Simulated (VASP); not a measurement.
Input of a VASP 6.6.1 run:

Contents of POSCAR:

```
SnO2
1.0
    4.6170235687      0.0000000000      0.0000000000
    0.0000000000      4.6172558849      0.0000000000
    0.0000000000      0.0000000000      3.1527000968
Sn O
2 4
Direct
    0.5000000000      0.5000000000      0.5000000000
    0.0000000000      0.0000000000      0.0000000000
    0.3058623571      0.3059582263      0.0000000000
    0.8058623571      0.1940417737      0.5000000000
    0.1941376429      0.8059582263      0.5000000000
    0.6941376429      0.6940417737      0.0000000000
```

INCAR.step1

```
SYSTEM = SnO2
PREC = Accurate
ENCUT = 520
ISMEAR = 0
SIGMA = 0.05
LREAL = .False.
LASPH = .True.
NELM = 80
NBANDS = 35
GGA = PE
ALGO = Normal
EDIFF = 1E-4
LWAVE = .True.
LCHARG = .False.
```

File INCAR.step2:

```
SYSTEM = SnO2
PREC = Accurate
ENCUT = 520
EDIFF = 1E-7
ISMEAR = 0
SIGMA = 0.05
LREAL = .False.
LASPH = .True.
NELM = 80
ALGO = Normal
ISIF = 2
LWAVE = .False.
LCHARG = .False.
METAGGA = R2SCAN
LMIXTAU = .True.
NBANDS = 35
ISTART = 1
```

File KPOINTS:

```
regular mesh
0
Gamma
  6 6 8
  0 0 0
```

Potentials or basis: VASP PAW PBE potentials, release 64 (Sn_d, O).

Command:

```console
$ cat potpaw_PBE.64/Sn_d/POTCAR potpaw_PBE.64/O/POTCAR > POTCAR
$ cp INCAR.step1 INCAR
$ mpirun -np 1 vasp_std > vasp.out
$ cp INCAR.step2 INCAR
$ mpirun -np 1 vasp_std > vasp.out
```

(1) Predict the band gap on the k mesh.

(2) What does it give for the pressure?

(3) Estimate the largest force.

Answers

(1) 2.71 eV.

(2) 20.4 GPa.

(3) 0.203 eV/Å.

Caveat: the cell differs from its parent crystal (strain -0.030 along x and y, -0.015 along z); the cell stands under pressure; the PAW data sets were made with another functional, which shifts forces and pressure a little; spin-orbit coupling is left out, which moves the levels of the heavy elements.
